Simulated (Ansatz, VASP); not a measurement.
## BeCd2S2 in VASP and in Ansatz

INCAR

```
SYSTEM = BeCd2S2
PREC = Accurate
ENCUT = 600
EDIFF = 1E-7
ISMEAR = 0
SIGMA = 0.1
LREAL = .FALSE.
LASPH = .TRUE.
NELM = 120
ALGO = Normal
ISIF = 3
LWAVE = .FALSE.
LCHARG = .FALSE.
GGA = PE
IBRION = 2
NSW = 100
EDIFFG = -0.01
GGA_COMPAT = .FALSE.
NELMIN = 4
```

The input KPOINTS:

```
Automatic mesh
0
G
  12 12 12
  0 0 0
```

Contents of POSCAR:

```
BeCd2S2
1.0
   -2.1365615272      2.1365615272      6.0543601292
    2.1365615272     -2.1365615272      6.0543601292
    2.1365615272      2.1365615272     -6.0543601292
Be Cd S
1 2 2
Direct
    0.0000000000      0.0000000000      0.0000000000
    0.3875526294      0.3875526294      0.0000000000
    0.6124473706      0.6124473706      0.0000000000
    0.7500000000      0.2500000000      0.5000000000
    0.2500000000      0.7500000000      0.5000000000
```

Input for Ansatz:

```yaml
crystal:
  lattice:
    - [-2.1365615272, 2.1365615272, 6.0543601292]
    - [2.1365615272, -2.1365615272, 6.0543601292]
    - [2.1365615272, 2.1365615272, -6.0543601292]
  atoms:
    - { symbol: Be, position: [0.0, 0.0, 0.0] }
    - { symbol: Cd, position: [0.3875526294, 0.3875526294, 0.0] }
    - { symbol: Cd, position: [0.6124473706, 0.6124473706, 0.0] }
    - { symbol: S, position: [0.75, 0.25, 0.5] }
    - { symbol: S, position: [0.25, 0.75, 0.5] }
basis:
  ecutwfc: 420
kpoints:
  mp_grid: { grid: [12, 12, 12] }
hamiltonian:
  xc: pbe
scf:
  occupations: { method: gaussian, width: 0.1 }
output:
  forces: true
  stress: true
  eigenvalues: true
relax:
  adjacent_minimum: "off"
  f_tol: 0.01
  max_steps: 80
  cell: { stress_tol: 0.05 }
```

Change from the starting cell: species swapped into the CeSi2Ir2 type (I4/mmm, No. 139).

Alike in both runs: task relaxation of cell and atoms; functional PBE; k mesh 12 × 12 × 12; occupations gaussian, width 0.1 eV; no spin polarisation.

|  | VASP | Ansatz |
| --- | --- | --- |
| version | VASP 6.6.1 | Ansatz 0.2.0 |
| potentials or method | VASP PAW PBE potentials, release 64 (Be, Cd, S), cutoff 600 eV | scalar-relativistic, plane waves, PAW |
| valence electrons in the cell | 38 | 54 |

```csv
,VASP,Ansatz,Ansatz less VASP
"gap on the k mesh at the Fermi level, each at its own relaxed structure (eV)",none,none,-
relaxed volume (Å³/atom),22.37,22.29,-0.084
relaxed cell length with the largest relative difference (Å),6.719,6.700,-0.0193
```

A gap of «none» marks a metal or a gap that the smearing closes. VASP's potentials hold 38 valence electrons a cell and Ansatz's 54, so a difference there can come from the potentials and not from the codes.
